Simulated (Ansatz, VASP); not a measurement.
**As: VASP beside Ansatz**

```
As
1.0
     1.90361    1.09905    3.60816
    -1.90361    1.09905    3.60816
     0.00000   -2.19810    3.60816
As
2
Direct
  0.77371 0.77371 0.77371
  0.22629 0.22629 0.22629
```

Alike in both runs: task single point; functional PBE; k mesh 2 × 2 × 2; occupations fermi-dirac, width 0.1 eV; no spin polarisation.

```csv
,VASP,Ansatz
version,VASP 6.6.1,Ansatz 0.2.0
potentials or method,"VASP PAW PBE potentials, release 64 (As), cutoff 520 eV","plane waves (420 eV) with PAW, scalar-relativistic"
valence electrons in the cell,10,30
```

|  | VASP | Ansatz | Ansatz less VASP |
| --- | --- | --- | --- |
| pressure (GPa) | 10.9 | 10.6 | -0.27 |
| traceless stress, the component that is largest in VASP (GPa) | -1.66 | -1.48 | +0.172 |

The functional is the same, so the differences come from potentials, cutoffs and numerics. VASP's potentials hold 10 valence electrons a cell and Ansatz's 30, so a difference there can come from the potentials and not from the codes.

The k mesh is coarse, so the values compare programs but aren't converged.
